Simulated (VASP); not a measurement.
Write the native input for VASP 6.6.1 that does the following.

```
Task                   : single point
Functional             : PBEsol
Potentials or basis    : VASP PAW PBE potentials, release 64 (Zn)
Cutoff                 : 520 eV
k mesh                 : 22 × 22 × 10
Occupations            : fermi-dirac, width 0.05 eV
Spin                   : no spin polarisation
Dipole correction      : no
Further INCAR settings : ALGO = Normal; EDIFF = 1e-06; NBANDS = 19
```

The structure of Zn lies in POSCAR:

```
Zn
1.0
    2.6127985032      0.0000000000      0.0000000000
   -1.3063992516      2.2627498787      0.0000000000
    0.0000000000      0.0000000000      4.7808429247
Zn
2
Direct
    0.3333333333      0.6666666667      0.2500000000
    0.6666666667      0.3333333333      0.7500000000
```

The input as run:

INCAR

```
SYSTEM = Zn
PREC = Accurate ; ENCUT = 520
EDIFF = 1E-6 ; ISMEAR = -1
SIGMA = 0.05 ; LREAL = .FALSE.
LASPH = .TRUE. ; NELM = 80
ALGO = Normal ; ISIF = 2
LWAVE = .FALSE. ; LCHARG = .FALSE.
GGA = PS ; NBANDS = 19
```

KPOINTS

```
Automatic mesh
0
G
  22 22 10
  0 0 0
```

Potentials or basis: VASP PAW PBE potentials, release 64 (Zn).

Run with:

```console
$ cat potpaw_PBE.64/Zn/POTCAR > POTCAR
$ mpirun -np 1 vasp_std > vasp.out
```

Results of the run:

```
Pressure               : 0.5 GPa
Band gap on the k mesh : zero (bands 12 and 13 overlap by 4.50 eV)
```

Caveat: the PAW data sets were made with another functional, which shifts forces and pressure a little.

It took 2.8 min on 1 thread of AMD EPYC 7R13, on a shared host, peak memory 0.22 GiB.
